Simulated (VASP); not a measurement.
Crystal: La2O3.

```
La O
1.0
     3.93510    0.00000    0.00000
    -1.96755    3.40790    0.00000
     0.00000    0.00000    6.12623
La O
2 3
Direct
  0.66667 0.33333 0.75384
  0.33333 0.66667 0.24616
  0.66667 0.33333 0.35389
  0.33333 0.66667 0.64611
  0.00000 0.00000 0.00000
```

Base run:

- Program: VASP 6.6.1
- Functional: r2SCAN
- Potentials or basis: VASP PAW PBE potentials, release 64 (La, O)
- Cutoff: 520 eV
- k mesh: 12 × 12 × 4
- Occupations: gaussian, width 0.01 eV
- Spin: no spin polarisation

Its results: band gap on the k mesh 4.24 eV, indirect (least direct gap 4.36 eV); pressure -0.4 GPa; largest force 0.022 eV/Å.

**Question.** The run is repeated on the same cell with these changes: functional from r2SCAN to PBE; occupations from gaussian, width 0.01 eV to fermi-dirac, width 0.02 eV. What comes out?

**Answer.** Band gap on the k mesh 3.86 eV, indirect (least direct gap 3.98 eV); pressure 1.0 GPa; largest force 0.037 eV/Å.

Caveats: spin-orbit coupling is left out, which moves the levels of the heavy elements; the PAW data sets were made with another functional, which shifts forces and pressure a little (some runs).

A k mesh can miss the band edges.
